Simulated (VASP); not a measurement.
# C (Fd-3m) in VASP: a series of runs, part 2 of 2

VASP 6.6.1. Earlier steps stand in the parts before.

## Step 3: Single point, PBEsol-based global hybrid with 25 % exact exchange

This run uses another cell than the first one, of 6.01 Å³/atom.

Contents of POSCAR:

```
C
1.0
    0.0000000000      1.8183469191      1.8183469191
    1.8183469191      0.0000000000      1.8183469191
    1.8183469191      1.8183469191      0.0000000000
C
2
Direct
    0.7500000000      0.7500000000      0.7500000000
    0.5000000000      0.5000000000      0.5000000000
```

Contents of INCAR.step1:

```
ALGO = Normal ; EDIFF = 1E-5
ENCUT = 520 ; GGA = PE
ISIF = 2 ; ISMEAR = -1
LASPH = True ; LREAL = False
LWAVE = True ; NBANDS = 11
NELM = 60 ; PREC = Accurate
SIGMA = 0.05
```

Contents of INCAR.step2:

```
AEXX = 0.25 ; ALGO = Normal
EDIFF = 1E-6 ; ENCUT = 520
GGA = PS ; ISIF = 2
ISMEAR = -1 ; ISTART = 1
LASPH = True ; LCHARG = True
LELF = True ; LHFCALC = True
LREAL = False ; LVHAR = True
LWAVE = False ; NBANDS = 11
NELM = 60 ; PREC = Accurate
PRECFOCK = Normal ; SIGMA = 0.05
```

Contents of KPOINTS:

```
k-points
0
Gamma
  7 7 7
```

Potentials or basis: VASP PAW PBE potentials, release 64 (C).

Run with:

```console
$ cat potpaw_PBE.64/C/POTCAR > POTCAR
$ cp INCAR.step1 INCAR
$ mpirun -np 1 vasp_std > vasp.out
$ cp INCAR.step2 INCAR
$ mpirun -np 1 vasp_std > vasp.out
```

OUTCAR:

```text
AEXX = 0.25
   EDIFF = 1E-6
   ENCUT = 520
   GGA = PS
   ISIF = 2
   ISMEAR = -1
   ISTART = 1
   LASPH = True
   LHFCALC = True
   LREAL = False
   NELM = 60
   PREC = Accurate
   PRECFOCK = Normal

 ion  position               nearest neighbor table
   1  0.750  0.750  0.750-   2 1.57   2 1.57   2 1.57   2 1.57
   2  0.500  0.500  0.500-   1 1.57   1 1.57   1 1.57   1 1.57

  LATTYP: Found a face centered cubic cell.
 ALAT       =     3.6366938382

  Lattice vectors:

 A1 = (   0.0000000000,   1.8183469191,   1.8183469191)
 A2 = (   1.8183469191,   0.0000000000,   1.8183469191)
 A3 = (   1.8183469191,   1.8183469191,   0.0000000000)

Analysis of symmetry for initial positions (statically):
=====================================================================
 Subroutine PRICEL returns:
 Original cell was already a primitive cell.

 Routine SETGRP: Setting up the symmetry group for a
 face centered cubic supercell.

 Subroutine GETGRP returns: Found 48 space group operations
 (whereof 24 operations were pure point group operations)
 out of a pool of 48 trial point group operations.

The static configuration has the point symmetry T_d .
 The point group associated with its full space group is O_h .

Analysis of symmetry for dynamics (positions and initial velocities):
=====================================================================
 Subroutine PRICEL returns:
 Original cell was already a primitive cell.

 Routine SETGRP: Setting up the symmetry group for a
 face centered cubic supercell.

 Subroutine GETGRP returns: Found 48 space group operations
 (whereof 24 operations were pure point group operations)
 out of a pool of 48 trial point group operations.

The dynamic configuration has the point symmetry T_d .
 The point group associated with its full space group is O_h .

 Subroutine INISYM returns: Found 48 space group operations
 (whereof 24 operations are pure point group operations),
 and found     1 'primitive' translations

----------------------------------------------------------------------------------------

                                     Primitive cell

  volume of cell :      12.0243

  direct lattice vectors                    reciprocal lattice vectors
     0.000000000  1.818346919  1.818346919    -0.274975031  0.274975031  0.274975031
     1.818346919  0.000000000  1.818346919     0.274975031 -0.274975031  0.274975031
     1.818346919  1.818346919  0.000000000     0.274975031  0.274975031 -0.274975031

  length of vectors
     2.571530874  2.571530874  2.571530874     0.476270724  0.476270724  0.476270724

  position of ions in fractional coordinates (direct lattice)
     0.750000000  0.750000000  0.750000000
     0.500000000  0.500000000  0.500000000

  ion indices of the primitive-cell ions
   primitive index   ion index
                 1           1
                 2           2

----------------------------------------------------------------------------------------

 KPOINTS: k-points

Automatic generation of k-mesh.
 Grid dimensions read from file:
 generate k-points for:    7    7    7

 Generating k-lattice:

[... 42 lines left out ...]
   dimension x,y,z NGXF=    40 NGYF=   40 NGZF=   40
   ions per type =               2
   NGX,Y,Z   is equivalent  to a cutoff of  12.93, 12.93, 12.93 a.u.
   NGXF,Y,Z  is equivalent  to a cutoff of  25.86, 25.86, 25.86 a.u.
 SYSTEM =  unknown system
   PREC   = accura    normal or accurate (medium, high low for compatibility)
   ISTART =      1    job   : 0-new  1-cont  2-samecut
   ICHARG =      0    charge: 1-file 2-atom 10-const
   ISPIN  =      1    spin polarized calculation?
   LNONCOLLINEAR =      F non collinear calculations
   LSORBIT =      F    spin-orbit coupling
   LASPH  =      T    aspherical Exc in radial PAW
   ENCUT  =  520.0 eV  38.22 Ry    6.18 a.u.   4.78  4.78  4.78*2*pi/ulx,y,z
   NELM   =     60;   NELMIN=  2; NELMDL=  0     # of ELM steps
   EDIFF  = 0.1E-05   stopping-criterion for ELM
   LREAL  =      F    real-space projection
   EDIFFG = 0.1E-04   stopping-criterion for IOM
   NSW    =      0    number of steps for IOM
   IBRION =     -1    ionic relax: 0-MD 1-quasi-New 2-CG
   NFREE  =      0    steps in history (QN), initial steepest desc. (CG)
   ISIF   =      2    stress and relaxation
   ISYM   =      3    0-nonsym 1-usesym 2-fastsym
   POTIM  = 0.5000    time-step for ionic-motion
   TEBEG  =    0.0;   TEEND  =   0.0 temperature during run
   PSTRESS=    0.0 pullay stress
   NELECT =       8.0000    total number of electrons
   NUPDOWN=      -1.0000    fix difference up-down
   EMIN   =  10.00;   EMAX   =-10.00  energy-range for DOS
   EFERMI =   0.00;   METHOD = LEGACY
   ISMEAR =    -1;   SIGMA  =   0.05  broadening in eV -4-tet -1-fermi 0-gaus
   EFERMI_NEDOS =   21; number of points for ismear=-14 and -15
   IALGO  =     38    algorithm
   IMIX   =      1    mixing-type and parameters
     AMIX     =   0.40;   BMIX     =  1.00
     AMIX_MAG =   1.60;   BMIX_MAG =  1.00
  volume/ion in A,a.u.               =       6.01        40.57
  Fermi-wavevector in a.u.,A,eV,Ry     =   1.429173  2.700745 27.790375  2.042535
  Thomas-Fermi vector in A             =   2.549155
   LORBIT       =      0    0 simple, 1 ext, 2 COOP (PROOUT), +10 PAW based schemes
   GGA     = PS    functional components
   LHFCALC =     T    Hartree Fock is set to
   PRECFOCK=normal    Normal, Fast or Accurate (Low or Medium for compatibility)
   ENCUT4O =  -1.0   cutoff for four orbital integrals eV
   NKREDX  =     1    reduce k-point grid by
   NKREDY  =     1    reduce k-point grid by
   NKREDZ  =     1    reduce k-point grid by
   AEXX    =    0.2500 exact exchange contribution
   HFSCREEN=    0.0000 screening length (either q_TF or 0.3 A-1)
   HFSCREENC=   0.0000 screening length for correlation (either q_TF or 0.3 A-1)
   ENCUTFOCK=  -1.0 apply spherical cutoff to Coloumb kernel
   IVDW    =     0    specifies the selected vdW correction
   LEPSILON=     F    determine dielectric tensor
   LRPA    =     F    only Hartree local field effects (RPA)
 non-spin polarized calculation
  energy-cutoff  :      520.00
  volume of cell :       12.02
 maximum number of plane-waves:       331
  NGX = 16; NGY = 16; NGZ = 16

 number of electron       8.0000001 magnetization

 Free energy of the ion-electron system (eV)
  ---------------------------------------------------
  ext. energy  EPLUGINS =         0.00000000
  ---------------------------------------------------
  free energy    TOTEN  =       -22.78656442 eV

  energy without entropy =      -22.78656442  energy(sigma->0) =      -22.78656442

 E-fermi :   8.9624     XC(G=0): -10.3140

 val. band max:        7.8873306267   @ k =   0.0000   0.0000   0.0000
 cond. band min:      13.8261241699   @ k =   0.4286   0.4286   0.0000
 fundamental gap:      5.9387935431
 Fermi energy:         8.9623893966

 k-point     1 :       0.0000    0.0000    0.0000
  band No.  band energies     occupation
      1     -14.9068      2.00000
      2       7.8873      2.00000
      3       7.8873      2.00000
      4       7.8873      2.00000
      5      15.3982      0.00000
      6      15.3982      0.00000
      7      15.3982      0.00000
      8      22.5933      0.00000
      9      28.5240      0.00000
     10      36.2695      0.00000
     11      36.2695      0.00000
[... 253 lines left out ...]
 k-point    20 :      -0.2857    0.4286    0.1429
  band No.  band energies     occupation
      1      -6.1512      2.00000
      2      -4.3262      2.00000
      3      -1.5856      2.00000
      4       1.0449      2.00000
      5      17.8534      0.00000
      6      21.6310      0.00000
      7      22.6844      0.00000
      8      23.4715      0.00000
      9      29.0842      0.00000
     10      32.7308      0.00000
     11      37.4747      0.00000

------------------------ aborting loop because EDIFF is reached ----------------------------------------

  FORCE on cell =-STRESS in cart. coord.  units (eV):
  Direction    XX          YY          ZZ          XY          YZ          ZX
  --------------------------------------------------------------------------------------
  -------------------------------------------------------------------------------------
  Total       -2.6017106     -2.6017106     -2.6017106     -0.0000000      0.0000000      0.0000000
  in kB     -346.6644718   -346.6644718   -346.6644718     -0.0000000      0.0000000      0.0000000
  external PRESSURE =    -346.6644718 kB  Pullay stress =       0.0000000 kB

 VOLUME and BASIS-vectors are now :
 -----------------------------------------------------------------------------
  energy-cutoff  :      520.00
  volume of cell :       12.02
      direct lattice vectors                 reciprocal lattice vectors
     0.000000000  1.818346919  1.818346919    -0.274975031  0.274975031  0.274975031
     1.818346919  0.000000000  1.818346919     0.274975031 -0.274975031  0.274975031
     1.818346919  1.818346919  0.000000000     0.274975031  0.274975031 -0.274975031

 POSITION                                       TOTAL-FORCE (eV/Angst)
 -----------------------------------------------------------------------------------
      2.72752      2.72752      2.72752         0.000000      0.000000      0.000000
      1.81835      1.81835      1.81835        -0.000000     -0.000000     -0.000000
 -----------------------------------------------------------------------------------
    total drift:                               -0.000000     -0.000000     -0.000000

  FREE ENERGIE OF THE ION-ELECTRON SYSTEM (eV)
  ---------------------------------------------------
  free  energy   TOTEN  =       -22.7865644206 eV

  energy  without entropy=      -22.7865644206  energy(sigma->0) =      -22.78656442
```

OSZICAR.step1:

```text
N       E                     dE             d eps       ncg     rms          rms(c)
DAV:   1    -0.943507722298E+00   -0.94351E+00   -0.46453E+03   472   0.677E+02
DAV:   2    -0.183149528474E+02   -0.17371E+02   -0.16616E+02   571   0.121E+02
DAV:   3    -0.186737607132E+02   -0.35881E+00   -0.35709E+00   518   0.122E+01
DAV:   4    -0.186745556795E+02   -0.79497E-03   -0.79495E-03   484   0.673E-01
DAV:   5    -0.186745566485E+02   -0.96897E-06   -0.96894E-06   500   0.224E-02    0.515E+00
DAV:   6    -0.182752475236E+02    0.39931E+00   -0.20924E-01   455   0.318E+00    0.308E+00
DAV:   7    -0.181406687182E+02    0.13458E+00   -0.26151E-01   470   0.359E+00    0.668E-01
DAV:   8    -0.181423408873E+02   -0.16722E-02   -0.75472E-03   461   0.636E-01    0.420E-02
DAV:   9    -0.181423871403E+02   -0.46253E-04   -0.64078E-05   530   0.641E-02    0.236E-02
DAV:  10    -0.181424073522E+02   -0.20212E-04   -0.16336E-05   470   0.347E-02    0.520E-03
DAV:  11    -0.181424074018E+02   -0.49582E-07   -0.24723E-07   232   0.447E-03
   1 F= -.18142407E+02 E0= -.18142407E+02  d E =-.242866E-10
```

Run time: 5.2 min. Hardware: 1 thread of AMD EPYC 7R13 (Zen 3), shared host; peak memory 0.09 GiB.

Results:

```yaml
Free_energy: -22.7866 eV
Pressure: -34.7 GPa
Band_gap_on_the_k_mesh: 5.94 eV (least direct gap 7.51 eV)
```

Levels at points of the mesh, in eV from the valence-band top:
```tsv
k point	band 1	band 2	band 3	band 4	band 5	band 6	band 7	band 8	band 9
(0.00, 0.00, 0.00)	-22.79	0.00	0.00	0.00	7.51	7.51	7.51	14.71	20.64
```

Caveat: the k points lie up to 0.43 Å⁻¹ apart; the PAW data sets were made with another functional, which shifts forces and pressure a little; an odd mesh through Γ misses points on the zone boundary, where band edges can lie.
